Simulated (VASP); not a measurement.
AlN:

```
CELL_PARAMETERS angstrom
3.11300 0.00000 0.00000
-1.55650 2.69594 0.00000
0.00000 0.00000 4.98100
ATOMIC_POSITIONS crystal
Al 0.33333 0.66667 0.00000
Al 0.66667 0.33333 0.50000
N 0.33333 0.66667 0.38000
N 0.66667 0.33333 0.88000
```

Base run:

- Program: VASP 6.6.1
- Functional: r2SCAN
- Potentials or basis: VASP PAW PBE potentials, release 64 (Al, N)
- Cutoff: 520 eV
- k mesh: 12 × 12 × 4
- Occupations: gaussian, width 0.01 eV
- Spin: no spin polarisation

Its results: band gap on the k mesh 4.90 eV; pressure -1.3 GPa; largest force 0.125 eV/Å.

Q: The run is repeated on the same cell with these changes: functional from r2SCAN to PBEsol. What comes out?

A: Band gap on the k mesh 4.15 eV; pressure 0.2 GPa; largest force 0.132 eV/Å.

Caveats: the PAW data sets were made with another functional, which shifts forces and pressure a little.

A k mesh can miss the band edges.
